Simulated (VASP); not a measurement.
Crystal: MoS2.

```xyz
9
Lattice="3.1533 0.0000 0.0000 -1.5767 2.7309 0.0000 0.0000 0.0000 22.0919" Properties=species:S:1:pos:R:3 pbc="T T T"
Mo    0.0000    0.0000    0.0049
Mo    1.5767    0.9103    7.3689
Mo    0.0000    1.8206   14.7328
S     0.0000    1.8206    5.8219
S     1.5767    0.9103    1.5518
S     0.0000    0.0000   13.1859
S     0.0000    1.8206    8.9158
S     1.5767    0.9103   20.5498
S     0.0000    0.0000   16.2797
```

This cell differs from its parent crystal: equal strain along all axes, cell held: -1.0 %.

| Item | Value |
| --- | --- |
| Program | VASP 6.6.1 |
| Task | relaxation of the atoms |
| Functional | PBE |
| Potentials or basis | VASP PAW PBE potentials, release 64 (Mo_sv, S) |
| Cutoff | 520 eV |
| k mesh | 12 × 12 × 2 |
| Occupations | gaussian, width 0.02 eV |
| Spin | no spin polarisation |

At the start: pressure 3.7 GPa; volume 21.14 Å³/atom.

Task: Where does the relaxation end?

Result: Over 3 steps the energy falls by 4.2 meV/atom at a fixed cell; space group R3m (No. 160, to 0.1 Å) before and after.

The path:
```csv
step,energy change (eV),largest force (eV/Å),pressure (GPa)
1,0.0000,0.4958,3.69
2,-0.0375,0.0326,1.65
3,-0.0377,0.0005,1.50
```

Final structure:
```xyz
9
Lattice="3.1533 0.0000 0.0000 -1.5767 2.7309 0.0000 0.0000 0.0000 22.0919" Properties=species:S:1:pos:R:3 pbc="T T T"
Mo    0.0000    0.0000    0.0049
Mo    1.5767    0.9103    7.3689
Mo    0.0000    1.8206   14.7328
S     0.0000    1.8206    5.7963
S     1.5767    0.9103    1.5775
S     0.0000    0.0000   13.1602
S     0.0000    1.8206    8.9414
S     1.5767    0.9103   20.5242
S     0.0000    0.0000   16.3054
```

Caveat: the cell differs from its parent crystal (equal strain along all axes, cell held: -1.0 %); this functional lacks dispersion, which binds layers or chains, so the pressure and a relaxed spacing across them are unreliable.
